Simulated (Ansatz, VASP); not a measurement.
**C in VASP and in Ansatz**

File INCAR:

```
SYSTEM = C
PREC = Accurate
ENCUT = 520
EDIFF = 1E-7
ISMEAR = 0
SIGMA = 0.05
LREAL = .False.
LASPH = .True.
NELM = 80
ALGO = Normal
ISIF = 2
LWAVE = .False.
LCHARG = .True.
GGA = PE
LELF = .True.
LVHAR = .True.
NBANDS = 36
```

The input KPOINTS:

```
regular mesh
0
Gamma
  12 12 2
  0 0 0
```

Contents of POSCAR:

```
C
1.0
    2.6970000000      0.0000000000      0.0000000000
   -1.3485000000      2.3356705140      0.0000000000
    0.0000000000      0.0000000000     12.1184000000
C
12
Direct
    0.0000000000      0.0000000000      0.1868593266
    0.0000000000      0.0000000000      0.6868593266
    0.0000000000      0.0000000000      0.3131406734
    0.0000000000      0.0000000000      0.8131406734
    0.3333333333      0.6666666667      0.5207665411
    0.6666666667      0.3333333333      0.0207665411
    0.3333333333      0.6666666667      0.9792334589
    0.6666666667      0.3333333333      0.4792334589
    0.3333333333      0.6666666667      0.6450950823
    0.6666666667      0.3333333333      0.1450950823
    0.3333333333      0.6666666667      0.8549049177
    0.6666666667      0.3333333333      0.3549049177
```

Input for Ansatz:

```yaml
crystal:
  lattice:
    - [2.697, 0.0, 0.0]
    - [-1.3485, 2.335670514, 0.0]
    - [0.0, 0.0, 12.1184]
  atoms:
    - { symbol: C, position: [0.0, 0.0, 0.1868593266] }
    - { symbol: C, position: [0.0, 0.0, 0.6868593266] }
    - { symbol: C, position: [0.0, 0.0, 0.3131406734] }
    - { symbol: C, position: [0.0, 0.0, 0.8131406734] }
    - { symbol: C, position: [0.3333333333, 0.6666666667, 0.5207665411] }
    - { symbol: C, position: [0.6666666667, 0.3333333333, 0.0207665411] }
    - { symbol: C, position: [0.3333333333, 0.6666666667, 0.9792334589] }
    - { symbol: C, position: [0.6666666667, 0.3333333333, 0.4792334589] }
    - { symbol: C, position: [0.3333333333, 0.6666666667, 0.6450950823] }
    - { symbol: C, position: [0.6666666667, 0.3333333333, 0.1450950823] }
    - { symbol: C, position: [0.3333333333, 0.6666666667, 0.8549049177] }
    - { symbol: C, position: [0.6666666667, 0.3333333333, 0.3549049177] }
basis:
  ecutwfc: 520.0
kpoints:
  mp_grid: { grid: [12, 12, 2] }
hamiltonian:
  xc: pbe
  pseudopotentials: { kind: paw, azcp: { folder: soft_1 } }
scf:
  occupations: { method: gaussian, width: 0.05 }
output:
  forces: true
  stress: true
  eigenvalues: true
```

Alike in both runs: task single point; functional PBE; k mesh 12 × 12 × 2; occupations gaussian, width 0.05 eV; no spin polarisation.

```csv
,VASP,Ansatz
version,VASP 6.6.1,Ansatz 0.2.0
potentials or method,"VASP PAW PBE potentials, release 64 (C), cutoff 520 eV","scalar-relativistic, plane waves, PAW"
valence electrons in the cell,48,48
```

VASP gave:

| Item | Value |
| --- | --- |
| gap on the k mesh at the Fermi level (eV) | 3.14 |
| least direct gap on the mesh (eV) | 4.09 |
| rms of the force components (eV/Å) | 0.121 |

**Question.** Which values does Ansatz return?

**Answer.** gap on the k mesh at the Fermi level (eV): 3.15; least direct gap on the mesh (eV): 4.09; rms of the force components (eV/Å): 0.110.

Atom by atom the forces differ by 0.014 eV/Å (rms over components).
